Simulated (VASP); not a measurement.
The system is TiC.

```
Ti C
1.0
     0.00000    2.16572    2.16572
     2.16572    0.00000    2.16572
     2.16572    2.16572    0.00000
Ti C
1 1
Cartesian
  0.0000 0.0000 0.0000
  2.1657 2.1657 2.1657
```

| Item | Value |
| --- | --- |
| Program | VASP 6.6.1 |
| Task | relaxation of cell and atoms |
| Functional | RPBE |
| Potentials or basis | VASP PAW PBE potentials, release 64 (Ti_sv, C) |
| Cutoff | 600 eV |
| k mesh | 11 × 11 × 11 |
| Occupations | fermi-dirac, width 0.05 eV |
| Spin | no spin polarisation |

At the start: pressure 4.9 GPa; volume 10.16 Å³/atom.

Question: Where does the relaxation end?

Answer: Over 3 steps the energy falls by 3.1 meV/atom and the volume is 10.36 Å³/atom (+2.0 %); space group Fm-3m (No. 225, to 0.05 Å).

The path:
```tsv
step	energy change (eV)	largest force (eV/Å)	pressure (GPa)	volume (Å³)
1	0.0000	0.0000	4.88	20.32
2	0.0030	0.0000	-5.46	21.24
3	-0.0061	0.0000	-0.05	20.72
```

Final structure:
```xyz
2
Lattice="0.0000 2.1801 2.1801 2.1801 0.0000 2.1801 2.1801 2.1801 0.0000" Properties=species:S:1:pos:R:3 pbc="T T T"
Ti    0.0000    0.0000    0.0000
C     2.1801    2.1801    2.1801
```

Caveat: the PAW data sets were made with another functional, which shifts forces and pressure a little.
